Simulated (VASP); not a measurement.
# AlCu (P4mm) in VASP: further runs

Runs on AlCu. Level: r2SCAN. Tasks: single point.

All numbers are computed with VASP 6.6.1; they aren't measurements. Logs are shortened: lines on timing, memory, paths and dates and some standing lists are left out, and cuts for length are marked.

## Step 1: The cell of the first run

It takes space group P4mm (No. 99, tetragonal). The conventional cell has a = 2.998 Å, b = 2.998 Å, c = 2.998 Å, α = 90.00°, β = 90.00°, γ = 90.00°. Within 3.4 Å of Al (site symmetry 4mm) lie 8 Cu at 2.54 to 2.65 Å and 6 Al at 3.00 Å. Cu (site symmetry 4mm) has 8 Al at 2.54 to 2.65 Å and 6 Cu at 3.00 Å within 3.4 Å.

## Step 2: Single point, r2SCAN

The input, POSCAR:

```
AlCu
1.0
    2.9975090000      0.0000000000      0.0000000000
    0.0000000000      2.9975090000      0.0000000000
    0.0000000000      0.0000000000      2.9975090000
Al Cu
1 1
Direct
    0.0000000000      0.0000000000      0.0000000000
    0.5333610341      0.5000000000      0.5000000000
```

The input, INCAR.step1:

```
  PREC = Accurate
  ENCUT = 520
  ISMEAR = 0
  SIGMA = 0.15
  LREAL = F
  LASPH = T
  NELM = 80
  NBANDS = 14
  GGA = PE
  ALGO = Normal
  EDIFF = 1E-4
  LWAVE = T
  LCHARG = F
```

The input, INCAR.step2:

```
  PREC = Accurate
  ENCUT = 520
  EDIFF = 1E-7
  ISMEAR = 0
  SIGMA = 0.15
  LREAL = F
  LASPH = T
  NELM = 80
  ALGO = Normal
  ISIF = 2
  LWAVE = F
  LCHARG = F
  METAGGA = R2SCAN
  LMIXTAU = T
  NBANDS = 14
  ISTART = 1
```

The input, KPOINTS:

```
Automatic mesh
0
Gamma
  16 16 16
```

Potentials or basis: VASP PAW PBE potentials, release 64 (Al, Cu).

Started as:

```sh
$ cat potpaw_PBE.64/Al/POTCAR potpaw_PBE.64/Cu/POTCAR > POTCAR
$ cp INCAR.step1 INCAR
$ mpirun -np 1 vasp_std > vasp.out
$ cp INCAR.step2 INCAR
$ mpirun -np 1 vasp_std > vasp.out
```

OUTCAR:

```text
PREC = Accurate
   ENCUT = 520
   EDIFF = 1E-7
   ISMEAR = 0
   LREAL = F
   LASPH = T
   NELM = 80
   ISIF = 2
   METAGGA = R2SCAN
   ISTART = 1

 ion  position               nearest neighbor table
   1  0.000  0.000  0.000-   2 2.54   2 2.54   2 2.54   2 2.54   2 2.65   2 2.65   2 2.65   2 2.65

   2  0.533  0.500  0.500-   1 2.54   1 2.54   1 2.54   1 2.54   1 2.65   1 2.65   1 2.65   1 2.65

  LATTYP: Found a simple cubic cell.
 ALAT       =     2.9975090000

  Lattice vectors:

 A1 = (   2.9975090000,   0.0000000000,   0.0000000000)
 A2 = (   0.0000000000,   2.9975090000,   0.0000000000)
 A3 = (   0.0000000000,   0.0000000000,   2.9975090000)

Analysis of symmetry for initial positions (statically):
=====================================================================
 Subroutine PRICEL returns:
 Original cell was already a primitive cell.

 Routine SETGRP: Setting up the symmetry group for a
 simple cubic supercell.

 Subroutine GETGRP returns: Found  8 space group operations
 (whereof  8 operations were pure point group operations)
 out of a pool of 48 trial point group operations.

The static configuration has the point symmetry C_4v.

Analysis of symmetry for dynamics (positions and initial velocities):
=====================================================================
 Subroutine PRICEL returns:
 Original cell was already a primitive cell.

 Routine SETGRP: Setting up the symmetry group for a
 simple cubic supercell.

 Subroutine GETGRP returns: Found  8 space group operations
 (whereof  8 operations were pure point group operations)
 out of a pool of 48 trial point group operations.

The dynamic configuration has the point symmetry C_4v.

 Subroutine INISYM returns: Found  8 space group operations
 (whereof  8 operations are pure point group operations),
 and found     1 'primitive' translations

----------------------------------------------------------------------------------------

                                     Primitive cell

  volume of cell :      26.9328

  direct lattice vectors                    reciprocal lattice vectors
     2.997509000  0.000000000  0.000000000     0.333610341  0.000000000  0.000000000
     0.000000000  2.997509000  0.000000000     0.000000000  0.333610341  0.000000000
     0.000000000  0.000000000  2.997509000     0.000000000  0.000000000  0.333610341

  length of vectors
     2.997509000  2.997509000  2.997509000     0.333610341  0.333610341  0.333610341

  position of ions in fractional coordinates (direct lattice)
     0.000000000  0.000000000  0.000000000
     0.533361034  0.500000000  0.500000000

  ion indices of the primitive-cell ions
   primitive index   ion index
                 1           1
                 2           2

----------------------------------------------------------------------------------------

 KPOINTS: Automatic mesh

Automatic generation of k-mesh.
 Grid dimensions read from file:
 generate k-points for:   16   16   16

 Generating k-lattice:

  Cartesian coordinates                     Fractional coordinates (reciprocal lattice)
     0.020850646  0.000000000  0.000000000     0.062500000  0.000000000  0.000000000
     0.000000000  0.020850646  0.000000000     0.000000000  0.062500000  0.000000000
     0.000000000  0.000000000  0.020850646     0.000000000  0.000000000  0.062500000

  Length of vectors
     0.020850646  0.020850646  0.020850646

  Shift w.r.t. Gamma in fractional coordinates (k-lattice)
     0.000000000  0.000000000  0.000000000

 Subroutine IBZKPT returns following result:
 ===========================================

 Found    405 irreducible k-points:

 Following reciprocal coordinates:
            Coordinates               Weight
  0.000000  0.000000  0.000000      1.000000
  0.062500  0.000000  0.000000      2.000000
  0.000000  0.062500  0.000000      4.000000
  0.125000  0.000000  0.000000      2.000000
  0.000000  0.125000  0.000000      4.000000
  0.187500  0.000000  0.000000      2.000000
[... 16 lines left out ...]
  0.187500  0.062500  0.000000      8.000000
  0.000000  0.187500  0.062500      8.000000
 [... further k-points ...]
   k-points           NKPTS =    405   k-points in BZ     NKDIM =    405   number of bands    NBANDS=     14
   number of dos      NEDOS =    301   number of ions     NIONS =      2
   total plane-waves  NPLWV =  13824
   dimension x,y,z NGX =    24 NGY =   24 NGZ =   24
   dimension x,y,z NGXF=    48 NGYF=   48 NGZF=   48
   ions per type =               1   1
   NGX,Y,Z   is equivalent  to a cutoff of  13.31, 13.31, 13.31 a.u.
   NGXF,Y,Z  is equivalent  to a cutoff of  26.62, 26.62, 26.62 a.u.
 SYSTEM =  unknown system
   PREC   = accura    normal or accurate (medium, high low for compatibility)
   ISTART =      1    job   : 0-new  1-cont  2-samecut
   ICHARG =      0    charge: 1-file 2-atom 10-const
   ISPIN  =      1    spin polarized calculation?
   LNONCOLLINEAR =      F non collinear calculations
   LSORBIT =      F    spin-orbit coupling
   LASPH  =      T    aspherical Exc in radial PAW
   ENCUT  =  520.0 eV  38.22 Ry    6.18 a.u.   5.57  5.57  5.57*2*pi/ulx,y,z
   NELM   =     80;   NELMIN=  2; NELMDL=  0     # of ELM steps
   EDIFF  = 0.1E-06   stopping-criterion for ELM
   LREAL  =      F    real-space projection
   EDIFFG = 0.1E-05   stopping-criterion for IOM
   NSW    =      0    number of steps for IOM
   IBRION =     -1    ionic relax: 0-MD 1-quasi-New 2-CG
   NFREE  =      0    steps in history (QN), initial steepest desc. (CG)
   ISIF   =      2    stress and relaxation
   ISYM   =      2    0-nonsym 1-usesym 2-fastsym
   POTIM  = 0.5000    time-step for ionic-motion
   TEBEG  =    0.0;   TEEND  =   0.0 temperature during run
   PSTRESS=    0.0 pullay stress
   NELECT =      14.0000    total number of electrons
   NUPDOWN=      -1.0000    fix difference up-down
   EMIN   =  10.00;   EMAX   =-10.00  energy-range for DOS
   EFERMI =   0.00;   METHOD = LEGACY
   ISMEAR =     0;   SIGMA  =   0.15  broadening in eV -4-tet -1-fermi 0-gaus
   EFERMI_NEDOS =   21; number of points for ismear=-14 and -15
   IALGO  =     38    algorithm
   IMIX   =      4    mixing-type and parameters
     AMIX     =   0.40;   BMIX     =  1.00
     AMIX_MAG =   1.60;   BMIX_MAG =  1.00
  volume/ion in A,a.u.               =      13.47        90.88
  Fermi-wavevector in a.u.,A,eV,Ry     =   1.316306  2.487459 23.574307  1.732663
  Thomas-Fermi vector in A             =   2.446428
   LORBIT       =      0    0 simple, 1 ext, 2 COOP (PROOUT), +10 PAW based schemes
   METAGGA = R2SCAN    functional components
   LHFCALC =     F    Hartree Fock is set to
   AEXX    =    0.0000 exact exchange contribution
   IVDW    =     0    specifies the selected vdW correction
   LEPSILON=     F    determine dielectric tensor
   LRPA    =     F    only Hartree local field effects (RPA)
 non-spin polarized calculation
 Gauss-broadening in eV      SIGMA  =   0.15
  energy-cutoff  :      520.00
  volume of cell :       26.93
 maximum number of plane-waves:       743
 NGX is ok and might be reduce to    24
   NGX = 11   NGY = 11   NGZ = 11

 number of electron      14.0000003 magnetization

 Free energy of the ion-electron system (eV)
  ---------------------------------------------------
  ext. energy  EPLUGINS =         0.00000000
  ---------------------------------------------------
  free energy    TOTEN  =       -17.86883435 eV

  energy without entropy =      -17.86250720  energy(sigma->0) =      -17.86567077

 E-fermi :   9.0608     XC(G=0): -12.4235

 val. band max:        9.0439158673   @ k =   0.2500   0.4375   0.4375
 cond. band min:       9.0715662543   @ k =   0.1875   0.3750   0.3750
 fundamental gap:      0.0276503870
 Fermi energy:         9.0607979781

 k-point     1 :       0.0000    0.0000    0.0000
  band No.  band energies     occupation
      1      -3.1005      2.00000
      2       3.8875      2.00000
      3       3.8953      2.00000
      4       4.9783      2.00000
      5       4.9844      2.00000
      6       4.9844      2.00000
      7      13.1205      0.00000
      8      13.1205      0.00000
      9      13.1358      0.00000
     10      15.4871      0.00000
     11      15.4873      0.00000
     12      20.0686      0.00000
     13      28.3235      0.00000
     14      28.3442      0.00000

 k-point     2 :       0.0625    0.0000    0.0000
  band No.  band energies     occupation
      1      -3.0308      2.00000
      2       3.8977      2.00000
      3       3.8980      2.00000
      4       4.9654      2.00000
      5       4.9654      2.00000
      6       4.9803      2.00000
      7      12.2277      0.00000
      8      13.2043      0.00000
      9      13.2043      0.00000
     10      15.5138      0.00000
     11      16.2885      0.00000
     12      20.3420      0.00000
     13      27.4506      0.00000
     14      27.4506      0.00000

 k-point     3 :       0.0000    0.0625    0.0000
  band No.  band energies     occupation
      1      -3.0307      2.00000
      2       3.8910      2.00000
      3       3.9048      2.00000
      4       4.9588      2.00000
      5       4.9654      2.00000
      6       4.9868      2.00000
      7      12.2123      0.00000
      8      13.2046      0.00000
      9      13.2281      0.00000
     10      15.5135      0.00000
     11      16.2762      0.00000
     12      20.3462      0.00000
     13      27.4623      0.00000
     14      27.4774      0.00000
[... 324 lines left out ...]
 k-point    23 :       0.1875    0.0625    0.0000
  band No.  band energies     occupation
      1      -2.4085      2.00000
      2       3.8846      2.00000
      3       3.9778      2.00000
      4       4.8112      2.00000
      5       4.8373      2.00000
      6       4.9774      2.00000
      7       9.2585      0.06228
      8      12.9274      0.00000
      9      13.9353      0.00000
     10      16.3110      0.00000
     11      18.6666      0.00000
     12      22.8281      0.00000
     13      23.4949      0.00000
     14      24.4256      0.00000

 k-point    24 :       0.0000    0.1875    0.0625
  band No.  band energies     occupation
      1      -2.4078      2.00000
      2       3.8792      2.00000
      3       3.9839      2.00000
      4       4.8033      2.00000
      5       4.8382      2.00000
      6       4.9837      2.00000
      7       9.2507      0.07335
      8      12.9210      0.00000
      9      13.9722      0.00000
     10      16.2974      0.00000
     11      18.6394      0.00000
     12      22.8762      0.00000
     13      23.4438      0.00000
     14      24.4835      0.00000

 [... further k-points ...]

------------------------ aborting loop because EDIFF is reached ----------------------------------------

  FORCE on cell =-STRESS in cart. coord.  units (eV):
  Direction    XX          YY          ZZ          XY          YZ          ZX
  --------------------------------------------------------------------------------------
  -------------------------------------------------------------------------------------
  Total       -0.7714631     -0.7247364     -0.7247364      0.0000000      0.0000000      0.0000000
  in kB      -45.8927674    -43.1130912    -43.1130912      0.0000000      0.0000000      0.0000000
  external PRESSURE =     -44.0396499 kB  Pullay stress =       0.0000000 kB

 VOLUME and BASIS-vectors are now :
 -----------------------------------------------------------------------------
  energy-cutoff  :      520.00
  volume of cell :       26.93
      direct lattice vectors                 reciprocal lattice vectors
     2.997509000  0.000000000  0.000000000     0.333610341  0.000000000  0.000000000
     0.000000000  2.997509000  0.000000000     0.000000000  0.333610341  0.000000000
     0.000000000  0.000000000  2.997509000     0.000000000  0.000000000  0.333610341

 POSITION                                       TOTAL-FORCE (eV/Angst)
 -----------------------------------------------------------------------------------
      0.00000      0.00000      0.00000         0.396795      0.000000      0.000000
      1.59875      1.49875      1.49875        -0.396795     -0.000000     -0.000000
 -----------------------------------------------------------------------------------
    total drift:                                0.005238     -0.000000     -0.000009

  FREE ENERGIE OF THE ION-ELECTRON SYSTEM (eV)
  ---------------------------------------------------
  free  energy   TOTEN  =       -17.8688343460 eV

  energy  without entropy=      -17.8625071995  energy(sigma->0) =      -17.86567077
```

Run time: 8.1 min. Hardware: 1 thread of Intel Xeon Platinum 8259CL at 2.50GHz (Skylake/Cascade Lake), shared host; peak memory 0.27 GiB.

What came out:

- Free energy: -17.8688 eV
- Pressure: -4.4 GPa
- Largest force: 0.397 eV/Å
- Band gap on the k mesh: zero (bands 7 and 8 overlap by 4.95 eV)

Forces in eV/Å, atoms in the order of the input:
```
Al   0.397  0.000  0.000
Cu  -0.397  0.000  0.000
```

Caveat: the cell differs from its parent crystal (all Cu atoms moved -0.100 Å, as atom 2 towards its neighbour atom 2 (Cu) at 2.998 Å); the cell stands under tension; the PAW data sets were made with another functional, which shifts forces and pressure a little.

## Step 3: Single point, r2SCAN

Edit POSCAR of step 2 so:

```diff
@@ -9,2 +9,2 @@
     0.0000000000      0.0000000000      0.0000000000
-    0.5333610341      0.5000000000      0.5000000000
+    0.4833194829      0.5000000000      0.5000000000
```

The input, INCAR.step1:

```
PREC     = Accurate       # precision mode
ENCUT    = 520            # plane-wave cutoff, eV
ISMEAR   = 0              # smearing method
SIGMA    = 0.15           # smearing width, eV
LREAL    = False          # projectors in reciprocal space
LASPH    = True           # aspherical terms in the spheres
NELM     = 60             # most SCF steps
NBANDS   = 14             # bands
GGA      = PE             # functional
ALGO     = Normal         # electronic algorithm
EDIFF    = 1E-4           # SCF threshold, eV
LWAVE    = True           # write WAVECAR
LCHARG   = False          # write CHGCAR
```

The input, INCAR.step2:

```
PREC     = Accurate       # precision mode
ENCUT    = 520            # plane-wave cutoff, eV
EDIFF    = 1E-6           # SCF threshold, eV
ISMEAR   = 0              # smearing method
SIGMA    = 0.15           # smearing width, eV
LREAL    = False          # projectors in reciprocal space
LASPH    = True           # aspherical terms in the spheres
NELM     = 60             # most SCF steps
ALGO     = Normal         # electronic algorithm
ISIF     = 2              # what is computed and relaxed
LWAVE    = False          # write WAVECAR
LCHARG   = False          # write CHGCAR
METAGGA  = R2SCAN         # meta-GGA
LMIXTAU  = True         
NBANDS   = 14             # bands
ISTART   = 1
```

The input, KPOINTS:

```
regular mesh
0
Gamma
  16 16 16
```

Potentials or basis: VASP PAW PBE potentials, release 64 (Al, Cu).

Started as:

```sh
$ cat potpaw_PBE.64/Al/POTCAR potpaw_PBE.64/Cu/POTCAR > POTCAR
$ cp INCAR.step1 INCAR
$ mpirun -np 1 vasp_std > vasp.out
$ cp INCAR.step2 INCAR
$ mpirun -np 1 vasp_std > vasp.out
```

Wall time 7.4 min (1 thread of Intel Xeon Platinum 8259CL at 2.50GHz (Skylake/Cascade Lake), shared host); peak memory 0.27 GiB.

The run converged. Its results:

```
Free energy            : -17.8839 eV
Pressure               : -4.7 GPa
Largest force          : 0.194 eV/Å
Band gap on the k mesh : zero (bands 7 and 8 overlap by 4.94 eV)
```

Forces in eV/Å, atoms in the order of the input:
```
Al  -0.194  0.000  0.000
Cu   0.194  0.000  0.000
```

Levels at points of the mesh, in eV from the Fermi level:
| k point | band 5 | band 6 | band 7 | band 8 | band 9 | band 10 |
| --- | --- | --- | --- | --- | --- | --- |
| (0.00, 0.00, 0.00) | -4.07 | -4.07 | 4.06 | 4.06 | 4.06 | 6.42 |
| (0.50, 0.00, 0.00) | -4.52 | -4.02 | -3.35 | 7.44 | 8.43 | 8.43 |
| (0.00, 0.50, 0.00) | -4.52 | -4.02 | -3.36 | 7.44 | 8.45 | 8.46 |
| (0.50, 0.50, 0.00) | -4.05 | -4.04 | -3.73 | -0.88 | -0.09 | 10.90 |
| (0.00, 0.50, 0.50) | -4.04 | -4.04 | -3.73 | -0.89 | -0.09 | 10.91 |
| (0.50, 0.50, 0.50) | -3.71 | 0.67 | 0.67 | 0.68 | 2.14 | 2.20 |

Caveat: the cell differs from its parent crystal (all Cu atoms moved +0.050 Å, as atom 2 towards its neighbour atom 2 (Cu) at 2.998 Å); the cell stands under tension; the PAW data sets were made with another functional, which shifts forces and pressure a little.

The gap in the log of VASP goes by the Fermi energy; the results here count the filled bands.